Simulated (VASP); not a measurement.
Write the native input for VASP 6.6.1 that does the following.

```
Task                   : relaxation of cell and atoms
Functional             : BLYP
Dispersion             : D4
Potentials or basis    : VASP PAW PBE potentials, release 64 (Al, N)
Cutoff                 : 600 eV
k mesh                 : 10 × 10 × 10
Occupations            : fermi-dirac, width 0.05 eV
Spin                   : no spin polarisation
Dipole correction      : no
Further INCAR settings : ALGO = Normal; EDIFF = 1e-06; IBRION = 2; EDIFFG = -0.01; NSW = 60; ISIF = 3
```

The structure of AlN lies in POSCAR:

```
AlN
1.0
    0.0000000000      2.1839935596      2.1839935596
    2.1839935596      0.0000000000      2.1839935596
    2.1839935596      2.1839935596      0.0000000000
Al N
1 1
Direct
    0.0000000000      0.0000000000      0.0000000000
    0.2500000000      0.2500000000      0.2500000000
```

These files were run (other wordings do the same):

INCAR

```
SYSTEM = AlN
PREC     = Accurate       ! precision mode
ENCUT    = 600            ! plane-wave cutoff, eV
EDIFF    = 1E-6           ! SCF threshold, eV
ISMEAR   = -1             ! smearing method
SIGMA    = 0.05           ! smearing width, eV
LREAL    = .FALSE.        ! projectors in reciprocal space
LASPH    = .TRUE.         ! aspherical terms in the spheres
NELM     = 80             ! most SCF steps
ALGO     = Normal         ! electronic algorithm
ISIF     = 3              ! what is computed and relaxed
LWAVE    = .FALSE.        ! write WAVECAR
LCHARG   = .FALSE.        ! write CHGCAR
GGA      = B5             ! functional
ALDAX    = 1.0          
AGGAX    = 1.0          
AGGAC    = 1.0          
ALDAC    = 0.0          
IVDW     = 13             ! dispersion correction
VDW_S6   = 1.0          
VDW_S8   = 2.34076671   
VDW_A1   = 0.44488865   
VDW_A2   = 4.0933009    
IBRION   = 2              ! ionic algorithm
NSW      = 60             ! ionic steps
EDIFFG   = -0.01          ! ionic threshold
```

KPOINTS

```
regular mesh
0
G
  10 10 10
  0 0 0
```

Potentials or basis: VASP PAW PBE potentials, release 64 (Al, N).

Launch:

```bash
$ cat potpaw_PBE.64/Al/POTCAR potpaw_PBE.64/N/POTCAR > POTCAR
$ mpirun -np 1 vasp_std > vasp.out
```

It gave:

- Relaxed volume: 10.34 Å³/atom
- Relaxed cell: a = 3.081 Å, b = 3.081 Å, c = 3.081 Å, α = 60.00°, β = 60.00°, γ = 60.00°
- Space group after relaxing (to 0.05 Å): F-43m (No. 216)
- Energy gained by relaxing: 0.4 meV/atom
- Ionic steps: 4
- Pressure after relaxing: 0.0 GPa
- Band gap on the k mesh: 3.68 eV, indirect (least direct gap 4.55 eV)
- Dispersion energy per atom: -0.595 eV

Caveat: the PAW data sets were made with another functional, which shifts forces and pressure a little.

It took 110 s on 1 thread of AMD EPYC 7R13 (shared host), peak memory 0.12 GiB.
